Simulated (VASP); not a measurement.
Here is a VASP 6.6.1 calculation.

The input INCAR:

```
SYSTEM = Be3Te2Se
PREC = Accurate
ENCUT = 600
EDIFF = 1E-6
ISMEAR = 0
SIGMA = 0.15
LREAL = .FALSE.
LASPH = .TRUE.
NELM = 120
ALGO = Normal
ISIF = 2
LWAVE = .FALSE.
LCHARG = .TRUE.
GGA = PE
LELF = .TRUE.
LVHAR = .TRUE.
NBANDS = 21
GGA_COMPAT = .FALSE.
```

The input KPOINTS:

```
Automatic mesh
0
G
  3 3 3
  0 0 0
```

Contents of POSCAR:

```
Be3Te2Se
1.0
    2.6297072262      1.5182621733      4.4690889267
   -2.6297072262      1.5182621733      4.4690889267
    0.0000000000     -3.0365243516      4.4690889250
Be Te Se
3 2 1
Direct
    0.5000000000      0.0000000000      0.0000000000
    0.0000000000      0.5000000000      0.0000000000
    0.0000000000      0.0000000000      0.5000000000
    0.6024335462      0.6024335462      0.6024335462
    0.3975664538      0.3975664538      0.3975664538
    0.0000000000      0.0000000000      0.0000000000
```

Potentials or basis: VASP PAW PBE potentials, release 64 (Be, Te, Se).

The run is started by

```bash
$ cat potpaw_PBE.64/Be/POTCAR potpaw_PBE.64/Te/POTCAR potpaw_PBE.64/Se/POTCAR > POTCAR
$ mpirun -np 1 vasp_std > vasp.out
```

(1) Predict the band gap on the k mesh.

(2) Estimate the largest force.

(3) Predict the pressure.

Results:

(1) zero (bands 12 and 13 overlap by 2.22 eV).

(2) 0.020 eV/Å.

(3) 0.0 GPa.

Caveat: the k points lie up to 0.49 Å⁻¹ apart, too coarse for converged energies and pressures of a metal; spin-orbit coupling is left out, which moves the levels of the heavy elements.
